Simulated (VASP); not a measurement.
Here is a VASP 6.6.1 calculation.

Contents of POSCAR:

```
WS2
1.0
    1.5847447683      0.9149528186      6.2046955842
   -1.5847447683      0.9149528186      6.2046955842
    0.0000000000     -1.8299056372      6.2046955842
W S
1 2
Direct
    0.0006653452      0.0006653452      0.0006653452
    0.2502251677      0.2502251677      0.2502251677
    0.4178094871      0.4178094871      0.4178094871
```

File INCAR.step1:

```
SYSTEM = WS2
PREC = Accurate ; ENCUT = 550
ISMEAR = 0 ; SIGMA = 0.02
LREAL = .False. ; LASPH = .True.
NELM = 120 ; NBANDS = 20
GGA = PE ; ALGO = Normal
EDIFF = 1E-5 ; LWAVE = .True.
LCHARG = .False. ; GGA_COMPAT = .False.
```

File INCAR.step2:

```
SYSTEM = WS2
PREC = Accurate ; ENCUT = 550
EDIFF = 1E-6 ; ISMEAR = 0
SIGMA = 0.02 ; LREAL = .False.
LASPH = .True. ; NELM = 120
ALGO = Normal ; ISIF = 2
LWAVE = .False. ; LCHARG = .True.
METAGGA = R2SCAN ; LMIXTAU = .True.
LELF = .True. ; LVHAR = .True.
NBANDS = 20 ; ISTART = 1
GGA_COMPAT = .False.
```

KPOINTS

```
regular mesh
0
Gamma
  12 12 12
  0 0 0
```

Potentials or basis: VASP PAW PBE potentials, release 64 (W_sv, S).

Run with:

```console
$ cat potpaw_PBE.64/W_sv/POTCAR potpaw_PBE.64/S/POTCAR > POTCAR
$ cp INCAR.step1 INCAR
$ mpirun -np 1 vasp_std > vasp.out
$ cp INCAR.step2 INCAR
$ mpirun -np 1 vasp_std > vasp.out
```

Problem. Predict the pressure.

Solution. 2.0 GPa.

Problem. What does it give for the largest force?

Solution. 0.016 eV/Å.

Problem. What does it give for the band gap on the k mesh?

Solution. 1.18 eV (least direct gap 1.97 eV).

Forces on the atoms (eV/Å):
```
W    0.000  0.000  0.000
S    0.000  0.000 -0.016
S    0.000  0.000  0.016
```

Caveat: the PAW data sets were made with another functional, which shifts forces and pressure a little; spin-orbit coupling is left out, which moves the levels of the heavy elements. A k mesh can miss the band edges.
